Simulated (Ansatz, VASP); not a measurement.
**One calculation of Mg5SiSb2, two programs**

File INCAR:

```
SYSTEM = Mg5SiSb2
PREC = Accurate
ENCUT = 520
EDIFF = 1E-7
ISMEAR = 0
SIGMA = 0.1
LREAL = .False.
LASPH = .True.
NELM = 100
ALGO = Normal
ISIF = 2
LWAVE = .False.
LCHARG = .False.
GGA = PE
NBANDS = 22
```

Contents of KPOINTS:

```
regular mesh
0
Gamma
  4 4 2
  0 0 0
```

POSCAR

```
Mg5SiSb2
1.0
    4.0759132100      0.0000000000      0.0000000000
    0.0000000000      4.0759132100      0.0000000000
    0.0000000000      0.0000000000      8.9365399300
Mg Si Sb
5 1 2
Direct
    0.0000000000      0.5000000000      0.2623090100
    0.5000000000      0.0000000000      0.7376909900
    0.5000000000      0.0000000000      0.2623090100
    0.0000000000      0.5000000000      0.7376909900
    0.5000000000      0.5000000000      0.0000000000
    0.0000000000      0.0000000000      0.5000000000
    0.0000000000      0.0000000000      0.0000000000
    0.5000000000      0.5000000000      0.5000000000
```

Input for Ansatz:

```yaml
crystal:
  lattice:
    - [4.07591321, 0.0, 0.0]
    - [0.0, 4.07591321, 0.0]
    - [0.0, 0.0, 8.93653993]
  atoms:
    - { symbol: Mg, position: [0.0, 0.5, 0.26230901] }
    - { symbol: Mg, position: [0.5, 0.0, 0.73769099] }
    - { symbol: Mg, position: [0.5, 0.0, 0.26230901] }
    - { symbol: Mg, position: [0.0, 0.5, 0.73769099] }
    - { symbol: Mg, position: [0.5, 0.5, 0.0] }
    - { symbol: Si, position: [0.0, 0.0, 0.5] }
    - { symbol: Sb, position: [0.0, 0.0, 0.0] }
    - { symbol: Sb, position: [0.5, 0.5, 0.5] }
basis:
  ecutwfc: 420
kpoints:
  mp_grid: { grid: [4, 4, 2] }
hamiltonian:
  xc: pbe
scf:
  occupations: { method: gaussian, width: 0.1 }
  lower_state_search: "off"
output:
  forces: true
  stress: true
  eigenvalues: true
```

Change from the starting cell: species swapped into the Al5CuMo2 type (P4/mmm, No. 123).

Alike in both runs: task single point; functional PBE; k mesh 4 × 4 × 2; occupations gaussian, width 0.1 eV; no spin polarisation.

```csv
,VASP,Ansatz
version,VASP 6.6.1,Ansatz 0.2.0
potentials or method,"VASP PAW PBE potentials, release 64 (Mg, Si, Sb), cutoff 520 eV","scalar-relativistic, plane waves, PAW"
valence electrons in the cell,24,84
```

```tsv
	VASP	Ansatz	Ansatz less VASP
gap on the k mesh at the Fermi level (eV)	none	none	-
pressure (GPa)	12.1	12.0	-0.03
traceless stress, the component that is largest in VASP (GPa)	-6.15	-6.14	+0.013
rms of the force components (eV/Å)	0.046	0.044	-0.0023
```

Atom by atom the forces differ by 0.002 eV/Å (rms over components). A gap of «none» marks a metal or a gap that the smearing closes. With one functional, cell and mesh, what is left measures potentials, basis and numerics. VASP's potentials hold 24 valence electrons a cell and Ansatz's 84, so a difference there can come from the potentials and not from the codes.

The k mesh is coarse, so the values compare programs but aren't converged. Neither program's run includes spin-orbit coupling.
